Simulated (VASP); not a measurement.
Runs of VASP 6.6.1 on SiGe. The structure is that of space group P6_3mc (No. 186), or close to it. The cells are those of the table. 

| cell | gap on the mesh (eV) | pressure (GPa) | largest force (eV/Å) |
| --- | --- | --- | --- |
| a = 3.674, b = 3.674, c = 7.288 Å, angles 90.0, 90.0, 120.0°, 4 atoms | none | 3.9 | 0.88 |
| a = 4.122, b = 4.122, c = 5.791 Å, angles 90.0, 90.0, 120.0°, 4 atoms | none | (a) | 2.65 |
| a = 4.014, b = 4.014, c = 6.105 Å, angles 90.0, 90.0, 120.0°, 4 atoms | none | 1.1 | 1.06 |
| a = 3.782, b = 3.782, c = 6.877 Å, angles 90.0, 90.0, 120.0°, 4 atoms | 0.38 | 1.1 | 0.63 |

Alike in all rows: task single point; level r2SCAN; potentials or basis VASP PAW PBE potentials, release 64 (Si, Ge_d); no spin polarisation; k mesh 12 × 12 × 6; cutoff (eV) 520; smearing gaussian 0.05 eV.

Question: Fill in the values left out.

Answer: (a) 4.3.

Caveats: semilocal functionals underestimate gaps, and a narrow one can read as zero; the PAW data sets were made with another functional, which shifts forces and pressure a little; the stress differs along the axes, from -15 to 13 GPa (at least some runs); the stress differs along the axes, from -10 to 33 GPa (at least some runs); the stress differs along the axes, from -6 to 15 GPa (at least some runs); the stress differs along the axes, from -11 to 7 GPa (at least some runs).

A k mesh can miss the band edges, and the runs leave out spin-orbit coupling on Ge.

A gap of «none» marks levels without a gap at the run's occupations.
